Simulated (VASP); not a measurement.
# LiH (Fm-3m) in VASP: further runs

LiH is run at these levels: r2SCAN, SVWN5; tasks: single point.

Program: VASP 6.6.1. These are calculated values, not measurements. Logs are shortened: lines on timing, memory, paths and dates and some standing lists are left out, and cuts for length are marked.

## (1) The cell of the first run

It takes space group Fm-3m (No. 225, cubic). The conventional cell has a = 4.074 Å, b = 4.074 Å, c = 4.074 Å, α = 90.00°, β = 90.00°, γ = 90.00°. Within 2.7 Å of Li (site symmetry m-3m) lie 6 H at 2.04 Å. H (site symmetry m-3m) has 6 Li at 2.04 Å within 2.7 Å.

## (2) Single point, r2SCAN

Input file POSCAR:

```
LiH
1.0
    0.0000000000      2.0367500000      2.0367500000
    2.0367500000      0.0000000000      2.0367500000
    2.0367500000      2.0367500000      0.0000000000
Li H
1 1
Direct
    0.0000000000      0.0000000000      0.0000000000
    0.5000000000      0.5000000000      0.5000000000
```

Input file INCAR.step1:

```
SYSTEM = LiH
  ALGO = Normal
  EDIFF = 1E-4
  ENCUT = 520
  GGA = PE
  ISMEAR = -4
  ISYM = 0
  LASPH = .True.
  LCHARG = .False.
  LREAL = .False.
  LWAVE = .True.
  NBANDS = 9
  NELM = 100
  PREC = Accurate
  SIGMA = 0.1
```

Input file INCAR.step2:

```
SYSTEM = LiH
  ALGO = Normal
  EDIFF = 1E-7
  ENCUT = 520
  ISIF = 2
  ISMEAR = -4
  ISTART = 1
  ISYM = 0
  LASPH = .True.
  LCHARG = .False.
  LMIXTAU = .True.
  LREAL = .False.
  LWAVE = .False.
  METAGGA = R2SCAN
  NBANDS = 9
  NELM = 100
  PREC = Accurate
  SIGMA = 0.1
```

Input file KPOINTS:

```
k-points
0
Gamma
  11 11 11
  0 0 0
```

Potentials or basis: VASP PAW PBE potentials, release 64 (Li_sv, H).

The run is started by

```bash
$ cat potpaw_PBE.64/Li_sv/POTCAR potpaw_PBE.64/H/POTCAR > POTCAR
$ cp INCAR.step1 INCAR
$ mpirun -np 1 vasp_std > vasp.out
$ cp INCAR.step2 INCAR
$ mpirun -np 1 vasp_std > vasp.out
```

OUTCAR:

```text
SYSTEM = LiH
   EDIFF = 1E-7
   ENCUT = 520
   ISIF = 2
   ISMEAR = -4
   ISTART = 1
   ISYM = 0
   LASPH = .True.
   LREAL = .False.
   METAGGA = R2SCAN
   NELM = 100
   PREC = Accurate

 ion  position               nearest neighbor table
   1  0.000  0.000  0.000-
   2  0.500  0.500  0.500-

IMPORTANT INFORMATION: All symmetrisations will be switched off!
NOSYMM: (Re-)initialisation of all symmetry stuff for point group C_1.

----------------------------------------------------------------------------------------

                                     Primitive cell

  volume of cell :      16.8983

  direct lattice vectors                    reciprocal lattice vectors
     0.000000000  2.036750000  2.036750000    -0.245489137  0.245489137  0.245489137
     2.036750000  0.000000000  2.036750000     0.245489137 -0.245489137  0.245489137
     2.036750000  2.036750000  0.000000000     0.245489137  0.245489137 -0.245489137

  length of vectors
     2.880399473  2.880399473  2.880399473     0.425199658  0.425199658  0.425199658

  position of ions in fractional coordinates (direct lattice)
     0.000000000  0.000000000  0.000000000
     0.500000000  0.500000000  0.500000000

  ion indices of the primitive-cell ions
   primitive index   ion index
                 1           1
                 2           2

----------------------------------------------------------------------------------------

 KPOINTS: k-points

Automatic generation of k-mesh.
 Grid dimensions read from file:
 generate k-points for:   11   11   11

 Generating k-lattice:

  Cartesian coordinates                     Fractional coordinates (reciprocal lattice)
    -0.022317194  0.022317194  0.022317194     0.090909091  0.000000000  0.000000000
     0.022317194 -0.022317194  0.022317194     0.000000000  0.090909091  0.000000000
     0.022317194  0.022317194 -0.022317194     0.000000000  0.000000000  0.090909091

  Length of vectors
     0.038654514  0.038654514  0.038654514

  Shift w.r.t. Gamma in fractional coordinates (k-lattice)
     0.000000000  0.000000000  0.000000000

 TETIRR: Found   3990 inequivalent tetrahedra from     7986

 Subroutine IBZKPT returns following result:
 ===========================================

 Found    666 irreducible k-points:

[... 42 lines left out ...]
   LASPH  =      T    aspherical Exc in radial PAW
   ENCUT  =  520.0 eV  38.22 Ry    6.18 a.u.   5.36  5.36  5.36*2*pi/ulx,y,z
   NELM   =    100;   NELMIN=  2; NELMDL=  0     # of ELM steps
   EDIFF  = 0.1E-06   stopping-criterion for ELM
   LREAL  =      F    real-space projection
   EDIFFG = 0.1E-05   stopping-criterion for IOM
   NSW    =      0    number of steps for IOM
   IBRION =     -1    ionic relax: 0-MD 1-quasi-New 2-CG
   NFREE  =      0    steps in history (QN), initial steepest desc. (CG)
   ISIF   =      2    stress and relaxation
   ISYM   =      0    0-nonsym 1-usesym 2-fastsym
   POTIM  = 0.5000    time-step for ionic-motion
   TEBEG  =    0.0;   TEEND  =   0.0 temperature during run
   PSTRESS=    0.0 pullay stress
   NELECT =       4.0000    total number of electrons
   NUPDOWN=      -1.0000    fix difference up-down
   EMIN   =  10.00;   EMAX   =-10.00  energy-range for DOS
   EFERMI =   0.00;   METHOD = LEGACY
   ISMEAR =    -4;   SIGMA  =   0.10  broadening in eV -4-tet -1-fermi 0-gaus
   EFERMI_NEDOS =   21; number of points for ismear=-14 and -15
   IALGO  =     38    algorithm
   IMIX   =      4    mixing-type and parameters
     AMIX     =   0.40;   BMIX     =  1.00
     AMIX_MAG =   1.60;   BMIX_MAG =  1.00
  volume/ion in A,a.u.               =       8.45        57.02
  Fermi-wavevector in a.u.,A,eV,Ry     =   1.012699  1.913724 13.953585  1.025560
  Thomas-Fermi vector in A             =   2.145824
   LORBIT       =      0    0 simple, 1 ext, 2 COOP (PROOUT), +10 PAW based schemes
   METAGGA = R2SCAN    functional components
   LHFCALC =     F    Hartree Fock is set to
   AEXX    =    0.0000 exact exchange contribution
   IVDW    =     0    specifies the selected vdW correction
   LEPSILON=     F    determine dielectric tensor
   LRPA    =     F    only Hartree local field effects (RPA)
 non-spin polarized calculation
 Fermi weights with tetrahedron method witout Bloechl corrections
  energy-cutoff  :      520.00
  volume of cell :       16.90
 maximum number of plane-waves:       470
 NGX is ok and might be reduce to    24
   NGX = 11   NGY = 11   NGZ = 11

 number of electron       3.9999999 magnetization

 Free energy of the ion-electron system (eV)
  ---------------------------------------------------
  ext. energy  EPLUGINS =         0.00000000
  ---------------------------------------------------
  free energy    TOTEN  =        -6.81296154 eV

  energy without entropy =       -6.81296154  energy(sigma->0) =       -6.81296154

 E-fermi :  -0.2241     XC(G=0):  -8.6590

 val. band max:       -0.4460082043   @ k =  -0.4545   0.0909  -0.4545
 cond. band min:       3.3570498791   @ k =  -0.4545   0.0909  -0.4545
 fundamental gap:      3.8030580835
 Fermi energy:        -0.2240548593

 k-point     1 :       0.0000    0.0000    0.0000
  band No.  band energies     occupation
      1     -46.1818      2.00000
      2      -5.6704      2.00000
      3      16.5703      0.00000
      4      18.4633      0.00000
      5      18.4633      0.00000
      6      18.4643      0.00000
      7      22.8240      0.00000
      8      22.8240      0.00000
      9      22.8242      0.00000
[... 265 lines left out ...]
 k-point    24 :       0.0909    0.0000    0.0909
  band No.  band energies     occupation
      1     -46.1779      2.00000
      2      -5.4734      2.00000
      3      15.3626      0.00000
      4      16.9121      0.00000
      5      16.9126      0.00000
      6      19.3873      0.00000
      7      20.5219      0.00000
      8      24.9464      0.00000
      9      24.9467      0.00000

 [... further k-points ...]
[... 5 lines left out ...]
  --------------------------------------------------------------------------------------
  -------------------------------------------------------------------------------------
  Total       -0.2170312     -0.2170312     -0.2170312     -0.0010428     -0.0010428     -0.0010427
  in kB      -20.5773561    -20.5773522    -20.5773542     -0.0988669     -0.0988667     -0.0988654
  external PRESSURE =     -20.5773542 kB  Pullay stress =       0.0000000 kB

 VOLUME and BASIS-vectors are now :
 -----------------------------------------------------------------------------
  energy-cutoff  :      520.00
  volume of cell :       16.90
      direct lattice vectors                 reciprocal lattice vectors
     0.000000000  2.036750000  2.036750000    -0.245489137  0.245489137  0.245489137
     2.036750000  0.000000000  2.036750000     0.245489137 -0.245489137  0.245489137
     2.036750000  2.036750000  0.000000000     0.245489137  0.245489137 -0.245489137

 POSITION                                       TOTAL-FORCE (eV/Angst)
 -----------------------------------------------------------------------------------
      0.00000      0.00000      0.00000        -0.000000      0.000000     -0.000000
      2.03675      2.03675      2.03675         0.000000     -0.000000      0.000000
 -----------------------------------------------------------------------------------
    total drift:                               -0.000000      0.000000     -0.000000

  FREE ENERGIE OF THE ION-ELECTRON SYSTEM (eV)
  ---------------------------------------------------
  free  energy   TOTEN  =        -6.8129615422 eV

  energy  without entropy=       -6.8129615422  energy(sigma->0) =       -6.81296154
```

OUTCAR.step1:

```text
SYSTEM = LiH
   EDIFF = 1E-4
   ENCUT = 520
   GGA = PE
   ISMEAR = -4
   ISYM = 0
   LASPH = .True.
   LREAL = .False.
[... 473 lines left out ...]
      0.00000      0.00000      0.00000         0.000002      0.000003      0.000001
      2.03675      2.03675      2.03675        -0.000002     -0.000003     -0.000001
 -----------------------------------------------------------------------------------
    total drift:                                0.000003      0.000004     -0.000004

  FREE ENERGIE OF THE ION-ELECTRON SYSTEM (eV)
  ---------------------------------------------------
  free  energy   TOTEN  =        -6.1227552741 eV

  energy  without entropy=       -6.1227552741  energy(sigma->0) =       -6.12275527
```

OSZICAR.step1:

```text
N       E                     dE             d eps       ncg     rms          rms(c)
DAV:   1    -0.160326437451E+01   -0.16033E+01   -0.14413E+03 12252   0.404E+02
DAV:   2    -0.629832828112E+01   -0.46951E+01   -0.46691E+01 16942   0.555E+01
DAV:   3    -0.636251366498E+01   -0.64185E-01   -0.64159E-01 14720   0.543E+00
DAV:   4    -0.636282208614E+01   -0.30842E-03   -0.30839E-03 16566   0.329E-01
DAV:   5    -0.636282327200E+01   -0.11859E-05   -0.11859E-05 14495   0.148E-02    0.285E+00
DAV:   6    -0.618053737224E+01    0.18229E+00   -0.15242E-01 13244   0.119E+00    0.142E+00
DAV:   7    -0.612088112385E+01    0.59656E-01   -0.19239E-01 13769   0.152E+00    0.220E-01
DAV:   8    -0.612279373709E+01   -0.19126E-02   -0.47704E-03 13980   0.444E-01    0.438E-02
DAV:   9    -0.612275527413E+01    0.38463E-04   -0.16531E-04 15213   0.477E-02
   1 F= -.61227553E+01 E0= -.61227553E+01  d E =0.000000E+00
```

Wall time 6.6 min (1 thread of Intel Xeon 8259CL, shared host); peak memory 0.22 GiB.

Results:

| Item | Value |
| --- | --- |
| Free energy | -6.8130 eV |
| Band gap on the k mesh | 3.80 eV |

Caveat: the cutoff is under 1.25 times the usual one of these potentials, so pressure, stress and relaxed cells hold a basis-set (Pulay) error; the PAW data sets were made with another functional, which shifts forces and pressure a little; an odd mesh through Γ misses points on the zone boundary, where band edges can lie.

## (3) Single point, r2SCAN, non-collinear spin, typed start

POSCAR is that of step 2.

Input file INCAR.step1:

```
ALGO = Normal
EDIFF = 1E-4
ENCUT = 520
GGA = PE
ISMEAR = -1
LASPH = T
LCHARG = F
LNONCOLLINEAR = T
LREAL = F
LWAVE = T
MAGMOM = 0.5 0 0 0 0 0
NBANDS = 16
NELM = 150
PREC = Accurate
SIGMA = 0.05
```

Input file INCAR.step2:

```
ALGO = Normal
EDIFF = 1E-6
ENCUT = 520
ISIF = 2
ISMEAR = -1
ISTART = 1
LASPH = T
LCHARG = F
LMIXTAU = T
LNONCOLLINEAR = T
LORBIT = 11
LREAL = F
LWAVE = F
MAGMOM = 0.5 0 0 0 0 0
METAGGA = R2SCAN
NBANDS = 16
NELM = 150
PREC = Accurate
SIGMA = 0.05
```

Input file KPOINTS:

```
k-points
0
Gamma
  11 11 11
```

Potentials or basis: VASP PAW PBE potentials, release 64 (Li_sv, H).

The run is started by

```bash
$ cat potpaw_PBE.64/Li_sv/POTCAR potpaw_PBE.64/H/POTCAR > POTCAR
$ cp INCAR.step1 INCAR
$ mpirun -np 1 vasp_ncl > vasp.out
$ cp INCAR.step2 INCAR
$ mpirun -np 1 vasp_ncl > vasp.out
```

It took 11 min on 1 thread of Intel Xeon 8259CL, shared host; peak memory 0.25 GiB.

The run converged. Its results:

* Free energy: -6.8130 eV
* Band gap on the k mesh: 3.80 eV
* Net moment: 0.00 μB per cell
* Valence electrons inside the program's atomic spheres: Li 2.03; H 0.55

Levels at points of the mesh, in eV from the valence-band top:
```
           k point  band 2  band 3  band 4  band 5  band 6  band 7
(0.00, 0.00, 0.00)  -45.74   -5.22   -5.22   17.02   17.02   18.91
```

Moments on the atoms (μB; x, y, z):
```
Li  0.00 0.00 0.00
H   0.00 0.00 0.00
```

Caveat: the cutoff is under 1.25 times the usual one of these potentials, so pressure, stress and relaxed cells hold a basis-set (Pulay) error; the PAW data sets were made with another functional, which shifts forces and pressure a little; an odd mesh through Γ misses points on the zone boundary, where band edges can lie.

## (4) Single point, SVWN5

Input file INCAR:

```
PREC = Accurate
ENCUT = 520
EDIFF = 1E-7
ISMEAR = 0
SIGMA = 0.05
LREAL = False
LASPH = True
NELM = 80
ALGO = Normal
ISIF = 2
LWAVE = False
LCHARG = False
GGA = VW
NBANDS = 9
```

Input file KPOINTS:

```
regular mesh
0
Gamma
  11 11 11
```

POSCAR is that of step 3.

Potentials or basis: VASP PAW PBE potentials, release 64 (Li_sv, H).

The run is started by

```bash
$ cat potpaw_PBE.64/Li_sv/POTCAR potpaw_PBE.64/H/POTCAR > POTCAR
$ mpirun -np 1 vasp_std > vasp.out
```

OUTCAR:

```text
PREC = Accurate
   ENCUT = 520
   EDIFF = 1E-7
   ISMEAR = 0
   LREAL = False
   LASPH = True
   NELM = 80
   ISIF = 2
   GGA = VW

 ion  position               nearest neighbor table
   1  0.000  0.000  0.000-
   2  0.500  0.500  0.500-

  LATTYP: Found a face centered cubic cell.
 ALAT       =     4.0735000000

  Lattice vectors:

 A1 = (   0.0000000000,   2.0367500000,   2.0367500000)
 A2 = (   2.0367500000,   0.0000000000,   2.0367500000)
 A3 = (   2.0367500000,   2.0367500000,   0.0000000000)

Analysis of symmetry for initial positions (statically):
=====================================================================
 Subroutine PRICEL returns:
 Original cell was already a primitive cell.

 Routine SETGRP: Setting up the symmetry group for a
 face centered cubic supercell.

 Subroutine GETGRP returns: Found 48 space group operations
 (whereof 48 operations were pure point group operations)
 out of a pool of 48 trial point group operations.

The static configuration has the point symmetry O_h .

Analysis of symmetry for dynamics (positions and initial velocities):
[... 168 lines left out ...]
  band No.  band energies     occupation
      1     -43.5404      2.00000
      2      -5.5138      2.00000
      3      15.3693      0.00000
      4      16.6764      0.00000
      5      16.6764      0.00000
      6      16.6764      0.00000
      7      21.5532      0.00000
      8      21.5532      0.00000
      9      21.5532      0.00000
[... 265 lines left out ...]
 k-point    24 :      -0.1818    0.1818    0.0000
  band No.  band energies     occupation
      1     -43.5110      2.00000
      2      -4.0281      2.00000
      3       9.5892      0.00000
      4       9.6403      0.00000
      5      15.1597      0.00000
      6      16.4038      0.00000
      7      20.5142      0.00000
      8      22.2013      0.00000
      9      23.9463      0.00000

 [... further k-points ...]

------------------------ aborting loop because EDIFF is reached ----------------------------------------

  FORCE on cell =-STRESS in cart. coord.  units (eV):
  Direction    XX          YY          ZZ          XY          YZ          ZX
  --------------------------------------------------------------------------------------
  -------------------------------------------------------------------------------------
  Total       -0.4419870     -0.4419870     -0.4419870      0.0000000      0.0000000      0.0000000
  in kB      -41.9060710    -41.9060710    -41.9060710      0.0000000      0.0000000      0.0000000
  external PRESSURE =     -41.9060710 kB  Pullay stress =       0.0000000 kB

 VOLUME and BASIS-vectors are now :
 -----------------------------------------------------------------------------
  energy-cutoff  :      520.00
  volume of cell :       16.90
      direct lattice vectors                 reciprocal lattice vectors
     0.000000000  2.036750000  2.036750000    -0.245489137  0.245489137  0.245489137
     2.036750000  0.000000000  2.036750000     0.245489137 -0.245489137  0.245489137
     2.036750000  2.036750000  0.000000000     0.245489137  0.245489137 -0.245489137

 POSITION                                       TOTAL-FORCE (eV/Angst)
 -----------------------------------------------------------------------------------
      0.00000      0.00000      0.00000        -0.000000      0.000000     -0.000000
      2.03675      2.03675      2.03675         0.000000     -0.000000      0.000000
 -----------------------------------------------------------------------------------
    total drift:                                0.000000     -0.000000     -0.000000

  FREE ENERGIE OF THE ION-ELECTRON SYSTEM (eV)
  ---------------------------------------------------
  free  energy   TOTEN  =        -6.2647992854 eV

  energy  without entropy=       -6.2647992854  energy(sigma->0) =       -6.26479929
```

Run time: 3.6 s. Hardware: 1 thread of Intel Xeon Platinum 8488C (Sapphire Rapids), shared host; peak memory 0.12 GiB.

Results:

* Free energy: -6.2648 eV
* Band gap on the k mesh: 2.84 eV

Levels at points of the mesh, in eV from the valence-band top:
```tsv
k point	band 1	band 2	band 3	band 4	band 5
(0.00, 0.00, 0.00)	-43.35	-5.33	15.56	16.86	16.86
```

Caveat: the cutoff is under 1.25 times the usual one of these potentials, so pressure, stress and relaxed cells hold a basis-set (Pulay) error; the PAW data sets were made with another functional, which shifts forces and pressure a little; an odd mesh through Γ misses points on the zone boundary, where band edges can lie.

## (5) The runs side by side

```csv
level,spin,smearing,gap on the mesh (eV)
r2SCAN,off,tetrahedron,3.80
r2SCAN,"non-collinear, typed start",fermi-dirac 0.05 eV,3.80
SVWN5,off,gaussian 0.05 eV,2.84
```

Alike in all rows: task single point; potentials or basis VASP PAW PBE potentials, release 64 (Li_sv, H); cell as given; k mesh 11 × 11 × 11; cutoff (eV) 520.

On the cell as given the gap runs from 2.84 eV (SVWN5) to 3.80 eV (r2SCAN).

Caveats: the cutoff is under 1.25 times the usual one of these potentials, so pressure, stress and relaxed cells hold a basis-set (Pulay) error; the PAW data sets were made with another functional, which shifts forces and pressure a little; an odd mesh through Γ misses points on the zone boundary, where band edges can lie.

Absolute energies hang on the potentials; compare differences alone.
